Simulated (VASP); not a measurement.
Fe, 2 atoms in the cell. The structure is cubic, space group Pm-3m (No. 221). The conventional cell has a = 2.422 Å, b = 2.422 Å, c = 2.422 Å, α = 90.00°, β = 90.00°, γ = 90.00°. Within 3.2 Å of Fe (site symmetry m-3m) lie 6 Fe at 2.42 Å. 

- Program: VASP 6.6.1
- Task: single point
- Functional: RPBE
- Potentials or basis: VASP PAW PBE potentials, release 64 (Fe)
- Cutoff: 520 eV
- k mesh: 18 × 18 × 18
- Occupations: fermi-dirac, width 0.05 eV
- Spin: collinear spin, antiferromagnetic start
- Starting moments: [2.393, -2.393] μB
- Dipole correction: no
- Further INCAR settings: ALGO = Normal; EDIFF = 1e-06; NBANDS = 19

Potentials or basis: VASP PAW PBE potentials, release 64 (Fe).

Command:

```sh
$ cat potpaw_PBE.64/Fe/POTCAR > POTCAR
$ mpirun -np 1 vasp_std > vasp.out
```

Hardware: 1 thread of Intel(R) Xeon(R) 6975P-C (Granite Rapids), on a shared host.

Problem. How long does it take, and how much memory?

Solution. It took 96 s on 1 thread of Intel(R) Xeon(R) 6975P-C (Granite Rapids), on a shared host, peak memory 0.27 GiB. Counts: scf iterations 14, k points 195.
